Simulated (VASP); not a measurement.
# PbO2 (I4_1/amd) in VASP: notebook, part 2 of 2

VASP 6.6.1. Earlier steps stand in the parts before.

### 4 Relaxation of cell and atoms, PBE

Contents of INCAR:

```
SYSTEM = PbO2
ALGO     = Normal         ! electronic algorithm
EDIFF    = 1E-6           ! SCF threshold, eV
EDIFFG   = -0.04          ! ionic threshold
ENCUT    = 600            ! plane-wave cutoff, eV
GGA      = PE             ! functional
IBRION   = 2              ! ionic algorithm
ISIF     = 3              ! what is computed and relaxed
ISMEAR   = 0              ! smearing method
LASPH    = .True.         ! aspherical terms in the spheres
LCHARG   = .False.        ! write CHGCAR
LREAL    = .False.        ! projectors in reciprocal space
LWAVE    = .False.        ! write WAVECAR
NELM     = 80             ! most SCF steps
NSW      = 90             ! ionic steps
PREC     = Accurate       ! precision mode
SIGMA    = 0.1            ! smearing width, eV
```

Contents of KPOINTS:

```
k-points
0
Gamma
  6 6 6
  0 0 0
```

Contents of POSCAR:

```
PbO2
1.0
   -2.0348886800      2.0348886800      5.7032398500
    2.0348886800     -2.0348886800      5.7032398500
    2.0348886800      2.0348886800     -5.7032398500
Pb O
2 4
Direct
    0.0000000000      0.0000000000      0.0000000000
    0.7500000000      0.2500000000      0.5000000000
    0.8026239900      0.8026239900      0.0000000000
    0.9473760100      0.4473760100      0.5000000000
    0.5526239900      0.0526239900      0.5000000000
    0.1973760100      0.1973760100      0.0000000000
```

Launch:

```bash
$ cat potpaw_PBE.64/Pb_d/POTCAR potpaw_PBE.64/O/POTCAR > POTCAR
$ mpirun -np 1 vasp_std > vasp.out
```

Run time: 22 min. Hardware: 1 thread of Intel Xeon 6975P-C (Granite Rapids), shared host; peak memory 0.47 GiB.

Results (log left out):

- Free energy: -31.5788 eV
- Relaxed volume: 16.85 Å³/atom
- Relaxed cell: a = 6.248 Å, b = 6.248 Å, c = 6.248 Å, α = 139.70°, β = 139.70°, γ = 58.31°
- Space group after relaxing (to 0.1 Å): I4_1/amd (No. 141)
- Energy gained by relaxing: 37.8 meV/atom
- Ionic steps: 12
- Pressure after relaxing: -0.1 GPa
- Band gap on the k mesh: zero (bands 26 and 27 overlap by 0.18 eV)

Stress tensor (GPa, compression positive):
```
-0.18  0.00  0.00
 0.00 -0.18  0.00
 0.00  0.00 -0.06
```

Step by step:
```
step  energy change (eV)  largest force (eV/Å)  pressure (GPa)  volume (Å³)
   1              0.0000                0.0977            7.97        94.46
   2             -0.1218                0.1565           -4.12       105.56
   3             -0.1720                0.1236           -0.49       101.34
   4             -0.1942                0.0443           -0.11       101.18
   5             -0.1999                0.1830            0.32       101.05
   6             -0.2077                0.1512           -0.18       101.53
   7             -0.2144                0.0837           -1.21       102.52
   8             -0.2187                0.0810           -0.92       102.21
   9             -0.2246                0.0818           -0.25       101.47
  10             -0.2252                0.0842            0.09       101.13
  11             -0.2262                0.0471           -0.01       101.12
  12             -0.2266                0.0010           -0.14       101.10
```

Final structure:
```xyz
6
Lattice="-2.1523 2.1523 5.4560 2.1523 -2.1523 5.4560 2.1523 2.1523 -5.4560" Properties=species:S:1:pos:R:3 pbc="T T T"
Pb    2.1523    2.1523    5.4560
Pb    0.0000    2.1523    2.7280
O     0.0000    0.0000    8.7169
O     0.0000    2.1523    4.9231
O     0.0000    2.1523    0.5329
O     0.0000    0.0000    2.1951
```

Levels at points of the mesh, in eV from the Fermi level:
```tsv
k point	band 23	band 24	band 25	band 26	band 27	band 28	band 29	band 30
(0.00, 0.00, 0.00)	-0.62	-0.62	-0.39	-0.39	-0.30	3.00	8.29	8.74
(0.50, 0.00, 0.00)	-0.58	-0.56	-0.46	-0.30	2.38	3.47	6.86	7.40
(0.50, 0.50, 0.00)	-0.60	-0.60	-0.15	-0.15	4.20	4.20	6.70	6.70
(0.50, 0.50, 0.50)	-0.79	-0.79	-0.33	-0.33	1.86	1.86	7.07	7.07
```

Caveat: semilocal functionals underestimate gaps, and a narrow one can read as zero; spin-orbit coupling is left out, which moves the levels of the heavy elements.

### 5 Single point, PBE

This run uses another cell than the first one, of 16.81 Å³/atom.

Contents of INCAR:

```
PREC = Accurate
ENCUT = 520
EDIFF = 1E-6
ISMEAR = 0
SIGMA = 0.1
LREAL = False
LASPH = True
NELM = 60
ALGO = Normal
ISIF = 2
LWAVE = False
LCHARG = False
GGA = PE
NBANDS = 35
```

Contents of KPOINTS:

```
regular mesh
0
Gamma
  12 12 12
```

Contents of POSCAR:

```
PbO2
1.0
   -2.1485114579      2.1485114579      5.4617016370
    2.1485114579     -2.1485114579      5.4617016370
    2.1485114579      2.1485114579     -5.4617016370
Pb O
2 4
Direct
    0.0000000000      0.0000000000      0.0000000000
    0.7500000000      0.2500000000      0.5000000000
    0.7990608909      0.7990608909      0.0000000000
    0.9509391091      0.4509391091      0.5000000000
    0.5490608909      0.0490608909      0.5000000000
    0.2009391091      0.2009391091      0.0000000000
```

Launch:

```bash
$ cat potpaw_PBE.64/Pb_d/POTCAR potpaw_PBE.64/O/POTCAR > POTCAR
$ mpirun -np 1 vasp_std > vasp.out
```

Run time: 9.8 min. Hardware: 1 thread of Intel Xeon 6975P-C (Granite Rapids), shared host; peak memory 0.63 GiB.

The run converged. Its results:

```
Free energy            : -31.5795 eV
Pressure               : 0.2 GPa
Largest force          : 0.018 eV/Å
Band gap on the k mesh : zero (bands 26 and 27 overlap by 0.20 eV)
```

Forces in eV/Å, atoms in the order of the input:
```
Pb   0.000  0.000  0.000
Pb   0.000  0.000  0.000
O    0.000  0.000 -0.018
O    0.000  0.000  0.018
O    0.000  0.000 -0.018
O    0.000  0.000  0.018
```

Stress tensor (GPa, compression positive):
```
0.15 0.00 0.00
0.00 0.15 0.00
0.00 0.00 0.33
```

Levels at points of the mesh, in eV from the Fermi level:
```csv
k point,band 22,band 23,band 24,band 25,band 26,band 27,band 28,band 29,band 30,band 31
"(0.00, 0.00, 0.00)",-1.14,-0.61,-0.61,-0.38,-0.38,-0.30,3.03,8.30,8.74,9.07
"(0.50, 0.00, 0.00)",-0.86,-0.57,-0.56,-0.45,-0.29,2.40,3.50,6.88,7.43,9.19
"(0.50, 0.50, 0.00)",-0.74,-0.59,-0.59,-0.15,-0.15,4.23,4.23,6.73,6.73,7.43
"(0.50, 0.50, 0.50)",-2.28,-0.79,-0.79,-0.32,-0.32,1.88,1.88,7.07,7.07,10.50
```

Caveat: semilocal functionals underestimate gaps, and a narrow one can read as zero; spin-orbit coupling is left out, which moves the levels of the heavy elements.

### 6 Summary

| task | cell | k mesh | cutoff (eV) | gap on the mesh (eV) | pressure (GPa) | largest force (eV/Å) |
| --- | --- | --- | --- | --- | --- | --- |
| single point | a = 6.388 Å, angles 142.9, 142.9, 53.5°, 6 atoms, atomic positions A | 6 × 6 × 6 | 520 | none | 8.1 | 0.10 |
| single point | a = 6.262 Å, angles 140.0, 140.0, 57.9°, 6 atoms, atomic positions B | 6 × 6 × 6 | 520 | none | 0.3 | 0.02 |
| relaxation of cell and atoms | relaxed from a = 6.388 Å, angles 142.9, 142.9, 53.5°, 6 atoms, atomic positions A | 6 × 6 × 6 | 600 | none | -0.1 | - |
| single point | a = 6.250 Å, angles 139.8, 139.8, 58.2°, 6 atoms, atomic positions C | 12 × 12 × 12 | 520 | none | 0.2 | 0.02 |

Alike in all rows: level PBE; potentials or basis VASP PAW PBE potentials, release 64 (Pb_d, O); no spin polarisation; smearing gaussian 0.1 eV.

Caveats: semilocal functionals underestimate gaps, and a narrow one can read as zero; spin-orbit coupling is left out, which moves the levels of the heavy elements; the cell stands under pressure (at least some runs).

Absolute energies hang on the potentials; compare differences alone.
